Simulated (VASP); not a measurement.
# LiCl (zincblende type) (I-4m2) in VASP: single point with PBE

Aim: the single point of LiCl (zincblende type) with PBE.

All numbers are computed with VASP 6.6.1; they aren't measurements. Logs are shortened: lines on timing, memory, paths and dates and some standing lists are left out, and cuts for length are marked.

### 1 The cell of the first run

Symmetry: I-4m2, No. 119, tetragonal system. Conventional cell: a = 3.960 Å, b = 3.960 Å, c = 5.350 Å, α = 90.00°, β = 90.00°, γ = 90.00°. Li (site symmetry -4m2) has 4 Cl at 2.39 Å within 3.2 Å. Cl (site symmetry -4m2) has 4 Li at 2.39 Å within 3.2 Å.

### 2 Single point, PBE (z stretched by -3 % at fixed volume)

File INCAR:

```
SYSTEM = LiCl
PREC = Accurate ; ENCUT = 520
EDIFF = 1E-6 ; ISMEAR = -1
SIGMA = 0.05 ; LREAL = .False.
LASPH = .True. ; NELM = 100
ALGO = Normal ; ISIF = 2
LWAVE = .False. ; LCHARG = .False.
GGA = PE ; NBANDS = 12
```

File KPOINTS:

```
regular mesh
0
Gamma
  11 11 11
  0 0 0
```

File POSCAR:

```
LiCl
1.0
    0.0000000000      2.8001544700      2.6750973503
    2.8001544700      0.0000000000      2.6750973503
    2.8001544700      2.8001544700      0.0000000000
Li Cl
1 1
Direct
    0.0000000000      0.0000000000      0.0000000000
    0.2500000000      0.2500000000      0.2500000000
```

Potentials or basis: VASP PAW PBE potentials, release 64 (Li_sv, Cl).

Launch:

```bash
> cat potpaw_PBE.64/Li_sv/POTCAR potpaw_PBE.64/Cl/POTCAR > POTCAR
> mpirun -np 1 vasp_std > vasp.out
```

OUTCAR:

```text
SYSTEM = LiCl
   PREC = Accurate
   ENCUT = 520
   EDIFF = 1E-6
   ISMEAR = -1
   LREAL = .False.
   LASPH = .True.
   NELM = 100
   ISIF = 2
   GGA = PE

 ion  position               nearest neighbor table
   1  0.000  0.000  0.000-   2 2.39   2 2.39   2 2.39   2 2.39
   2  0.250  0.250  0.250-   1 2.39   1 2.39   1 2.39   1 2.39

  LATTYP: Found a body centered tetragonal cell.
 ALAT       =     3.9600164282
 C/A-ratio  =     1.3510536629

  Lattice vectors:

 A1 = (   0.0000000000,  -2.8001544700,  -2.6750973503)
 A2 = (   0.0000000000,   2.8001544700,  -2.6750973503)
 A3 = (   2.8001544700,   0.0000000000,   2.6750973503)

Analysis of symmetry for initial positions (statically):
=====================================================================
 Subroutine PRICEL returns:
 Original cell was already a primitive cell.

 Routine SETGRP: Setting up the symmetry group for a
 body centered tetragonal supercell.

 Subroutine GETGRP returns: Found  8 space group operations
 (whereof  8 operations were pure point group operations)
 out of a pool of 16 trial point group operations.

The static configuration has the point symmetry D_2d.

Analysis of symmetry for dynamics (positions and initial velocities):
=====================================================================
 Subroutine PRICEL returns:
 Original cell was already a primitive cell.

 Routine SETGRP: Setting up the symmetry group for a
 body centered tetragonal supercell.

 Subroutine GETGRP returns: Found  8 space group operations
 (whereof  8 operations were pure point group operations)
 out of a pool of 16 trial point group operations.

The dynamic configuration has the point symmetry D_2d.

 Subroutine INISYM returns: Found  8 space group operations
 (whereof  8 operations are pure point group operations),
 and found     1 'primitive' translations

----------------------------------------------------------------------------------------

                                     Primitive cell

  volume of cell :      41.9502

  direct lattice vectors                    reciprocal lattice vectors
     0.000000000  2.800154470  2.675097350    -0.178561578  0.178561578  0.186909086
     2.800154470  0.000000000  2.675097350     0.178561578 -0.178561578  0.186909086
     2.800154470  2.800154470  0.000000000     0.178561578  0.178561578 -0.186909086

  length of vectors
     3.872597434  3.872597434  3.960016428     0.314171101  0.314171101  0.314171101

  position of ions in fractional coordinates (direct lattice)
     0.000000000  0.000000000  0.000000000
     0.250000000  0.250000000  0.250000000

  ion indices of the primitive-cell ions
   primitive index   ion index
                 1           1
                 2           2

----------------------------------------------------------------------------------------

 KPOINTS: regular mesh

Automatic generation of k-mesh.
 Grid dimensions read from file:
 generate k-points for:   11   11   11

 Generating k-lattice:

  Cartesian coordinates                     Fractional coordinates (reciprocal lattice)
    -0.016232871  0.016232871  0.016991735     0.090909091 -0.000000000  0.000000000
     0.016232871 -0.016232871  0.016991735    -0.000000000  0.090909091  0.000000000
     0.016232871  0.016232871 -0.016991735     0.000000000  0.000000000  0.090909091

  Length of vectors
     0.028561009  0.028561009  0.028561009

  Shift w.r.t. Gamma in fractional coordinates (k-lattice)
     0.000000000  0.000000000  0.000000000

 Subroutine IBZKPT returns following result:
 ===========================================

 Found    126 irreducible k-points:

 Following reciprocal coordinates:
            Coordinates               Weight
  0.000000  0.000000  0.000000      1.000000
  0.090909 -0.000000  0.000000      8.000000
  0.181818  0.000000  0.000000      8.000000
  0.272727 -0.000000  0.000000      8.000000
  0.363636 -0.000000  0.000000      8.000000
  0.454545  0.000000  0.000000      8.000000
[... 16 lines left out ...]
 -0.272727  0.181818  0.000000      8.000000
 -0.181818  0.181818  0.000000      4.000000
 [... further k-points ...]
   k-points           NKPTS =    126   k-points in BZ     NKDIM =    126   number of bands    NBANDS=     12
   number of dos      NEDOS =    301   number of ions     NIONS =      2
   total plane-waves  NPLWV =  27000
   dimension x,y,z NGX =    30 NGY =   30 NGZ =   30
   dimension x,y,z NGXF=    60 NGYF=   60 NGZF=   60
   ions per type =               1   1
   NGX,Y,Z   is equivalent  to a cutoff of  12.88, 12.88, 12.59 a.u.
   NGXF,Y,Z  is equivalent  to a cutoff of  25.76, 25.76, 25.19 a.u.
 SYSTEM =  LiCl
   PREC   = accura    normal or accurate (medium, high low for compatibility)
   ISTART =      0    job   : 0-new  1-cont  2-samecut
   ICHARG =      2    charge: 1-file 2-atom 10-const
   ISPIN  =      1    spin polarized calculation?
   LNONCOLLINEAR =      F non collinear calculations
   LSORBIT =      F    spin-orbit coupling
   LASPH  =      T    aspherical Exc in radial PAW
   ENCUT  =  520.0 eV  38.22 Ry    6.18 a.u.   7.20  7.20  7.36*2*pi/ulx,y,z
   NELM   =    100;   NELMIN=  2; NELMDL= -5     # of ELM steps
   EDIFF  = 0.1E-05   stopping-criterion for ELM
   LREAL  =      F    real-space projection
   EDIFFG = 0.1E-04   stopping-criterion for IOM
   NSW    =      0    number of steps for IOM
   IBRION =     -1    ionic relax: 0-MD 1-quasi-New 2-CG
   NFREE  =      0    steps in history (QN), initial steepest desc. (CG)
   ISIF   =      2    stress and relaxation
   ISYM   =      2    0-nonsym 1-usesym 2-fastsym
   POTIM  = 0.5000    time-step for ionic-motion
   TEBEG  =    0.0;   TEEND  =   0.0 temperature during run
   PSTRESS=    0.0 pullay stress
   NELECT =      10.0000    total number of electrons
   NUPDOWN=      -1.0000    fix difference up-down
   EMIN   =  10.00;   EMAX   =-10.00  energy-range for DOS
   EFERMI =   0.00;   METHOD = LEGACY
   ISMEAR =    -1;   SIGMA  =   0.05  broadening in eV -4-tet -1-fermi 0-gaus
   EFERMI_NEDOS =   21; number of points for ismear=-14 and -15
   IALGO  =     38    algorithm
   IMIX   =      4    mixing-type and parameters
     AMIX     =   0.40;   BMIX     =  1.00
     AMIX_MAG =   1.60;   BMIX_MAG =  1.00
  volume/ion in A,a.u.               =      20.98       141.55
  Fermi-wavevector in a.u.,A,eV,Ry     =   1.015072  1.918209 14.019059  1.030372
  Thomas-Fermi vector in A             =   2.148337
   LORBIT       =      0    0 simple, 1 ext, 2 COOP (PROOUT), +10 PAW based schemes
   GGA     = PE    functional components
   LHFCALC =     F    Hartree Fock is set to
   AEXX    =    0.0000 exact exchange contribution
   IVDW    =     0    specifies the selected vdW correction
   LEPSILON=     F    determine dielectric tensor
   LRPA    =     F    only Hartree local field effects (RPA)
 non-spin polarized calculation
  energy-cutoff  :      520.00
  volume of cell :       41.95
 maximum number of plane-waves:      1153
 NGX is ok and might be reduce to    30
   NGX = 15   NGY = 15   NGZ = 15

 number of electron      10.0000009 magnetization

 Free energy of the ion-electron system (eV)
  ---------------------------------------------------
  ext. energy  EPLUGINS =         0.00000000
  ---------------------------------------------------
  free energy    TOTEN  =        -7.42599509 eV

  energy without entropy =       -7.42599509  energy(sigma->0) =       -7.42599509

 E-fermi :  -0.2412     XC(G=0):  -7.6215

 val. band max:       -1.2425240606   @ k =   0.0000   0.0000   0.0000
 cond. band min:       4.6657834977   @ k =   0.0000   0.0000   0.0000
 fundamental gap:      5.9083075583
 Fermi energy:        -0.2412300106

 k-point     1 :       0.0000    0.0000    0.0000
  band No.  band energies     occupation
      1     -44.2027      2.00000
      2     -13.9672      2.00000
      3      -1.3158      2.00000
      4      -1.3158      2.00000
      5      -1.2425      2.00000
      6       4.6658      0.00000
      7       8.8421      0.00000
      8       8.8421      0.00000
      9       8.9008      0.00000
     10      12.8053      0.00000
     11      13.4760      0.00000
     12      15.9335      0.00000

 k-point     2 :       0.0909   -0.0000    0.0000
  band No.  band energies     occupation
      1     -44.2026      2.00000
      2     -13.9465      2.00000
      3      -1.4931      2.00000
      4      -1.3442      2.00000
      5      -1.2827      2.00000
      6       4.8887      0.00000
      7       8.8946      0.00000
      8       8.9292      0.00000
      9       8.9949      0.00000
     10      12.5316      0.00000
     11      13.1110      0.00000
     12      15.5636      0.00000

 k-point     3 :       0.1818    0.0000    0.0000
  band No.  band energies     occupation
      1     -44.2023      2.00000
      2     -13.8899      2.00000
      3      -1.9672      2.00000
      4      -1.4183      2.00000
      5      -1.3375      2.00000
      6       5.4384      0.00000
      7       8.9872      0.00000
      8       9.0890      0.00000
      9       9.2379      0.00000
     10      12.2399      0.00000
     11      12.6388      0.00000
     12      14.9893      0.00000
[... 286 lines left out ...]
 k-point    23 :      -0.2727    0.1818    0.0000
  band No.  band energies     occupation
      1     -44.2014      2.00000
      2     -13.7242      2.00000
      3      -2.7243      2.00000
      4      -1.9084      2.00000
      5      -1.5985      2.00000
      6       7.0576      0.00000
      7       8.2204      0.00000
      8       9.5673      0.00000
      9       9.8625      0.00000
     10      11.7856      0.00000
     11      14.3415      0.00000
     12      14.8159      0.00000

 k-point    24 :      -0.1818    0.1818    0.0000
  band No.  band energies     occupation
      1     -44.2018      2.00000
      2     -13.7927      2.00000
      3      -2.4120      2.00000
      4      -1.7608      2.00000
      5      -1.4878      2.00000
      6       6.3793      0.00000
      7       8.7471      0.00000
      8       9.4687      0.00000
      9       9.4947      0.00000
     10      11.3390      0.00000
     11      13.4670      0.00000
     12      15.9875      0.00000

 [... further k-points ...]
[... 5 lines left out ...]
  --------------------------------------------------------------------------------------
  -------------------------------------------------------------------------------------
  Total       -0.0596722     -0.0596722      0.0411937      0.0000000     -0.0000000      0.0000000
  in kB       -2.2790232     -2.2790232      1.5732849      0.0000000     -0.0000000      0.0000000
  external PRESSURE =      -0.9949205 kB  Pullay stress =       0.0000000 kB

 VOLUME and BASIS-vectors are now :
 -----------------------------------------------------------------------------
  energy-cutoff  :      520.00
  volume of cell :       41.95
      direct lattice vectors                 reciprocal lattice vectors
     0.000000000  2.800154470  2.675097350    -0.178561578  0.178561578  0.186909086
     2.800154470  0.000000000  2.675097350     0.178561578 -0.178561578  0.186909086
     2.800154470  2.800154470  0.000000000     0.178561578  0.178561578 -0.186909086

 POSITION                                       TOTAL-FORCE (eV/Angst)
 -----------------------------------------------------------------------------------
      0.00000      0.00000      0.00000         0.000000      0.000000     -0.000000
      1.40008      1.40008      1.33755        -0.000000     -0.000000      0.000000
 -----------------------------------------------------------------------------------
    total drift:                               -0.000000     -0.000000      0.000000

  FREE ENERGIE OF THE ION-ELECTRON SYSTEM (eV)
  ---------------------------------------------------
  free  energy   TOTEN  =        -7.4259950905 eV

  energy  without entropy=       -7.4259950904  energy(sigma->0) =       -7.42599509
```

Run time: 43 s. Hardware: 1 thread of Intel Xeon Platinum 8375C at 2.90GHz (Ice Lake), shared host; peak memory 0.19 GiB.

What came out:

| Quantity | Value |
| --- | --- |
| Free energy | -7.4260 eV |
| Band gap on the k mesh | 5.91 eV, direct |

Caveat: the cutoff is under 1.25 times the usual one of these potentials, so pressure, stress and relaxed cells hold a basis-set (Pulay) error.
